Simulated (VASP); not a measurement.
Wanted: the native input for a VASP 6.6.1 run.

* Task: single point
* Functional: LDA
* Potentials or basis: VASP PAW LDA potentials, release 64 (Ag)
* Cutoff: 500 eV
* k mesh: 17 × 17 × 17
* Occupations: fermi-dirac, width 0.05 eV
* Spin: no spin polarisation
* Dipole correction: no
* Further INCAR settings: ALGO = Normal; EDIFF = 1e-06; NBANDS = 12

The structure of Ag lies in POSCAR:

```
Ag
1.0
    0.0000000000      1.9996666111      1.9996666111
    1.9996666111      0.0000000000      1.9996666111
    1.9996666111      1.9996666111      0.0000000000
Ag
1
Direct
    0.0000000000      0.0000000000      0.0000000000
```

These files were run (other wordings do the same):

INCAR

```
PREC = Accurate
ENCUT = 500
EDIFF = 1E-6
ISMEAR = -1
SIGMA = 0.05
LREAL = False
LASPH = True
NELM = 120
ALGO = Normal
ISIF = 2
LWAVE = False
LCHARG = False
NBANDS = 12
GGA_COMPAT = False
```

KPOINTS

```
Automatic mesh
0
Gamma
  17 17 17
```

Potentials or basis: VASP PAW LDA potentials, release 64 (Ag).

The run is started by

```console
$ cat potpaw_LDA.64/Ag/POTCAR > POTCAR
$ mpirun -np 1 vasp_std > vasp.out
```

It gave:

```yaml
Pressure: 0.2 GPa
Band_gap_on_the_k_mesh: zero (an odd number of electrons rules out a gap without spin polarisation)
```

Wall time 21 s on 1 thread of AMD EPYC 7R43 64-Core Processor (Zen 3), on a shared host, peak memory 0.12 GiB.
